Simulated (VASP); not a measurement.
A run of VASP 6.6.1 is set up as follows.

File INCAR:

```
  PREC = Accurate
  ENCUT = 520
  EDIFF = 1E-6
  ISMEAR = -1
  SIGMA = 0.05
  LREAL = False
  LASPH = True
  NELM = 80
  ALGO = Normal
  ISIF = 2
  LWAVE = False
  LCHARG = False
  GGA = PE
  NBANDS = 19
```

Contents of KPOINTS:

```
Automatic mesh
0
Gamma
  10 10 10
```

The input POSCAR:

```
Hg
1.0
   -2.9100907681      2.9100907681      1.5619981880
    2.9100907681     -2.9100907681      1.5619981880
    2.9100907681      2.9100907681     -1.5619981880
Hg
2
Direct
    0.0000000000      0.0000000000      0.0000000000
    0.7500000000      0.2500000000      0.5000000000
```

Potentials or basis: VASP PAW PBE potentials, release 64 (Hg).

Command:

```console
$ cat potpaw_PBE.64/Hg/POTCAR > POTCAR
$ mpirun -np 1 vasp_std > vasp.out
```

(1) Estimate the band gap on the k mesh.

(2) Estimate the pressure.

Results:

(1) zero (band 12 reaches 4.45 eV, above the bottom of band 13 at 0.40 eV).

(2) 2.3 GPa.

Caveat: spin-orbit coupling is left out, which moves the levels of the heavy elements.
